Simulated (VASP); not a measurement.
Here is a VASP 6.6.1 calculation.

INCAR

```
PREC = Accurate ; ENCUT = 520
EDIFF = 1E-6 ; ISMEAR = -1
SIGMA = 0.025 ; LREAL = False
LASPH = True ; NELM = 100
ALGO = Normal ; ISIF = 2
LWAVE = False ; LCHARG = True
GGA = RE ; LELF = True
LVHAR = True ; NBANDS = 8
```

KPOINTS

```
Automatic mesh
0
Gamma
  18 18 18
```

Contents of POSCAR:

```
Al
1.0
    0.0000000000      2.0305733813      2.0305733813
    2.0305733813      0.0000000000      2.0305733813
    2.0305733813      2.0305733813      0.0000000000
Al
1
Direct
    0.0000000000      0.0000000000      0.0000000000
```

Potentials or basis: VASP PAW PBE potentials, release 64 (Al).

Launch:

```bash
$ cat potpaw_PBE.64/Al/POTCAR > POTCAR
$ mpirun -np 1 vasp_std > vasp.out
```

Predict the pressure.

-0.2 GPa.

Caveat: the PAW data sets were made with another functional, which shifts forces and pressure a little.
